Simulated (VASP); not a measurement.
Write the native input for VASP 6.6.1 that does the following.

* Task: relaxation of the atoms
* Functional: r2SCAN
* Potentials or basis: VASP PAW PBE potentials, release 64 (Rb_sv, Br)
* Cutoff: 520 eV
* k mesh: 7 × 7 × 7
* Occupations: fermi-dirac, width 0.03 eV
* Spin: no spin polarisation
* Dipole correction: no
* Further INCAR settings: ALGO = Normal; EDIFF = 1e-07; IBRION = 2; EDIFFG = -0.01; NSW = 50

The system is RbBr.

```
Rb Br
1.0
     0.00000    2.64833    2.64833
     2.64833    0.00000    2.64833
     2.64833    2.64833    0.00000
Rb Br
1 1
Cartesian
  0.0000 0.0000 0.0000
  2.6483 2.6483 2.6483
```

One way to write it, as run:

POSCAR

```
RbBr
1.0
    0.0000000000      2.6483273584      2.6483273584
    2.6483273584      0.0000000000      2.6483273584
    2.6483273584      2.6483273584      0.0000000000
Rb Br
1 1
Direct
    0.0000000000      0.0000000000      0.0000000000
    0.5000000000      0.5000000000      0.5000000000
```

INCAR.step1

```
SYSTEM = RbBr
ALGO = Normal ; EDIFF = 1E-4
ENCUT = 520 ; GGA = PE
ISMEAR = -1 ; LASPH = .True.
LCHARG = .False. ; LREAL = .False.
LWAVE = .True. ; NELM = 80
PREC = Accurate ; SIGMA = 0.03
```

INCAR.step2

```
SYSTEM = RbBr
ALGO = Normal ; EDIFF = 1E-7
EDIFFG = -0.01 ; ENCUT = 520
IBRION = 2 ; ISIF = 2
ISMEAR = -1 ; ISTART = 1
LASPH = .True. ; LCHARG = .False.
LMIXTAU = .True. ; LREAL = .False.
LWAVE = .False. ; METAGGA = R2SCAN
NELM = 80 ; NSW = 50
PREC = Accurate ; SIGMA = 0.03
```

KPOINTS

```
k-points
0
Gamma
  7 7 7
  0 0 0
```

Potentials or basis: VASP PAW PBE potentials, release 64 (Rb_sv, Br).

The run is started by

```sh
$ cat potpaw_PBE.64/Rb_sv/POTCAR potpaw_PBE.64/Br/POTCAR > POTCAR
$ cp INCAR.step1 INCAR
$ mpirun -np 1 vasp_std > vasp.out
$ cp INCAR.step2 INCAR
$ mpirun -np 1 vasp_std > vasp.out
```

It gave:

| Item | Value |
| --- | --- |
| Pressure after relaxing | 83.9 GPa |
| Band gap on the k mesh | 2.73 eV (least direct gap 2.98 eV) |

Caveat: the relaxation stopped at its first step, so nothing moved; the PAW data sets were made with another functional, which shifts forces and pressure a little; an odd mesh through Γ misses points on the zone boundary, where band edges can lie.

It took 26 s on 1 thread of Intel(R) Xeon(R) 6975P-C (Granite Rapids) (shared host), peak memory 0.16 GiB.
